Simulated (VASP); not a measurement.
Here is a VASP 6.6.1 calculation.

INCAR

```
  PREC = Accurate
  ENCUT = 520
  EDIFF = 1E-6
  ISMEAR = -1
  SIGMA = 0.05
  LREAL = F
  LASPH = T
  NELM = 150
  ALGO = Normal
  ISIF = 2
  LWAVE = F
  LCHARG = F
  ISPIN = 2
  MAGMOM = 1 0 0
  LORBIT = 11
  LMAXMIX = 4
  GGA = PS
  NBANDS = 22
```

Contents of KPOINTS:

```
Automatic mesh
0
Gamma
  11 11 6
```

The input POSCAR:

```
NiO2
1.0
    2.8173173844      0.0000000000      0.0000000000
   -1.4086586922      2.4398684255      0.0000000000
    0.0000000000      0.0000000000      4.6488584807
Ni O
1 2
Direct
    0.0000000000      0.0000000000      0.5000000000
    0.3333333333      0.6666666667      0.2939610000
    0.6666666667      0.3333333333      0.7060390000
```

Potentials or basis: VASP PAW PBE potentials, release 64 (Ni, O).

Launch:

```bash
$ cat potpaw_PBE.64/Ni/POTCAR potpaw_PBE.64/O/POTCAR > POTCAR
$ mpirun -np 1 vasp_std > vasp.out
```

Q: Predict the band gap on the k mesh.

A: 0.84 eV (least direct gap 1.09 eV).

Q: Estimate the net moment.

A: 0.00 μB per cell.

Q: Predict the largest force.

A: 0.658 eV/Å.

Forces on the atoms (eV/Å):
```
Ni   0.000  0.000  0.000
O    0.000  0.000  0.658
O    0.000  0.000 -0.658
```

Caveat: the cell stands under tension; the PAW data sets were made with another functional, which shifts forces and pressure a little; an odd mesh through Γ misses points on the zone boundary, where band edges can lie.
